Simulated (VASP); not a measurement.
**CaSe: single point with PBE-based global hybrid with 5 % exact exchange**

CaSe:

```
Ca Se
1.0
     0.00000    2.95600    2.95600
     2.95600    0.00000    2.95600
     2.95600    2.95600    0.00000
Ca Se
1 1
Direct
  0.50000 0.50000 0.50000
  0.00000 0.00000 0.00000
```

```json
{
 "Program": "VASP 6.6.1",
 "Task": "single point",
 "Functional": "PBE-based global hybrid with 5 % exact exchange",
 "Potentials or basis": "VASP PAW PBE potentials, release 64 (Ca_sv, Se)",
 "Cutoff": "520 eV",
 "k mesh": "4 × 4 × 4",
 "Occupations": "gaussian, width 0.05 eV",
 "Spin": "no spin polarisation"
}
```

```
Pressure               : 1.3 GPa
Band gap on the k mesh : 2.34 eV (least direct gap 3.31 eV)
```

Levels at points of the mesh, in eV from the valence-band top:
| k point | band 4 | band 5 | band 6 | band 7 | band 8 | band 9 | band 10 | band 11 | band 12 | band 13 |
| --- | --- | --- | --- | --- | --- | --- | --- | --- | --- | --- |
| (0.00, 0.00, 0.00) | -21.09 | -12.04 | 0.00 | 0.00 | 0.00 | 3.67 | 4.09 | 4.09 | 4.09 | 4.67 |
| (0.50, 0.00, 0.00) | -21.10 | -11.31 | -3.37 | -1.22 | -1.22 | 4.83 | 5.92 | 5.97 | 5.97 | 8.01 |
| (0.50, 0.50, 0.00) | -21.13 | -11.44 | -2.59 | -0.96 | -0.96 | 2.34 | 5.39 | 5.47 | 6.49 | 6.52 |

Wall time 9.6 min on 1 thread of Oxide Virtual Turin-like Processor (shared host), peak memory 0.15 GiB.

Caveat: the k points lie up to 0.46 Å⁻¹ apart; the PAW data sets were made with another functional, which shifts forces and pressure a little. A k mesh can miss the band edges.
